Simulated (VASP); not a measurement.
Ti3Se: single point with r2SCAN

The system is Ti3Se.

```xyz
4
Lattice="3.2395 0.0000 0.0000 -1.6198 2.8055 0.0000 0.0000 0.0000 8.0473" Properties=species:S:1:pos:R:3 pbc="T T T"
Se    0.0000    0.0000    0.0000
Ti    1.6198    0.9352    4.0236
Ti    0.0000    1.8703    6.2197
Ti    0.0000    1.8703    1.8275
```

| Property | Result |
| --- | --- |
| Program | VASP 6.6.1 |
| Task | single point |
| Functional | r2SCAN |
| Potentials or basis | VASP PAW PBE potentials, release 64 (Se, Ti_sv) |
| Cutoff | 520 eV |
| k mesh | 10 × 10 × 4 |
| Occupations | fermi-dirac, width 0.05 eV |
| Spin | no spin polarisation |
| Dipole correction | no |
| Further INCAR settings | ALGO = Normal; EDIFF = 1e-06; NBANDS = 29 |

```
Pressure               : -4.6 GPa
Largest force          : 0.156 eV/Å
Band gap on the k mesh : zero (band 21 reaches 8.16 eV, above the bottom of band 22 at 7.52 eV)
```

Forces on the atoms (eV/Å):
```
Se   0.000  0.000  0.000
Ti   0.000  0.000  0.000
Ti   0.000  0.000  0.156
Ti   0.000  0.000 -0.156
```

Stress tensor (GPa, compression positive):
```
-4.14  0.00  0.00
 0.00 -4.14  0.00
 0.00  0.00 -5.53
```

Levels at points of the mesh, in eV from the Fermi level:
```
           k point  band 18  band 19  band 20  band 21  band 22  band 23  band 24  band 25
(0.00, 0.00, 0.00)    -1.55    -0.46     0.15     0.15     0.35     0.35     0.81     1.08
(0.50, 0.00, 0.00)    -1.81    -1.65    -0.92    -0.61     0.23     0.72     0.85     2.25
(0.00, 0.00, 0.50)    -1.61    -0.76     0.43     0.43     0.46     0.58     0.58     1.03
(0.50, 0.00, 0.50)    -1.62    -1.62    -1.09    -0.93     0.51     0.85     1.00     1.21
```

It took 4.2 min on 1 thread of Intel Xeon 6975P-C, on a shared host, peak memory 0.23 GiB.

Caveat: the PAW data sets were made with another functional, which shifts forces and pressure a little.
